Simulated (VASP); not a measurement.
The system is Ga.

```
Ga
1.0
     2.76546    0.00000    0.00000
     0.00000    2.76546    0.00000
     0.00000    0.00000    2.65853
Ga
1
Direct
  0.50000 0.50000 0.50000
```

The cell was built from a structure type or drawn by symmetry, and may not be a known phase.

- Program: VASP 6.6.1
- Task: relaxation of cell and atoms
- Functional: PBE
- Potentials or basis: VASP PAW PBE potentials, release 64 (Ga_d)
- Cutoff: 600 eV
- k mesh: 20 × 20 × 20
- Occupations: gaussian, width 0.1 eV
- Spin: no spin polarisation

At the start: pressure -0.2 GPa; volume 20.33 Å³/atom.

**Question.** How do energy, volume and symmetry change on relaxing?

**Answer.** Over 6 steps the energy falls by 5.4 meV/atom and the volume is 20.11 Å³/atom (-1.1 %); space group P4/mmm (No. 123, to 0.1 Å) before, Pm-3m (No. 221, to 0.1 Å).

The path:
```
step  energy change (eV)  largest force (eV/Å)  pressure (GPa)  volume (Å³)
   1              0.0000                0.0000           -0.23        20.33
   2             -0.0041                0.0000           -0.08        20.24
   3             -0.0052                0.0000           -0.05        20.17
   4             -0.0053                0.0000           -0.14        20.15
   5             -0.0053                0.0000           -0.09        20.15
   6             -0.0054                0.0000           -0.02        20.11
```

Final structure:
```
CELL_PARAMETERS angstrom
2.71971 0.00000 0.00000
0.00000 2.71971 0.00000
0.00000 0.00000 2.71931
ATOMIC_POSITIONS crystal
Ga 0.50000 0.50000 0.50000
```
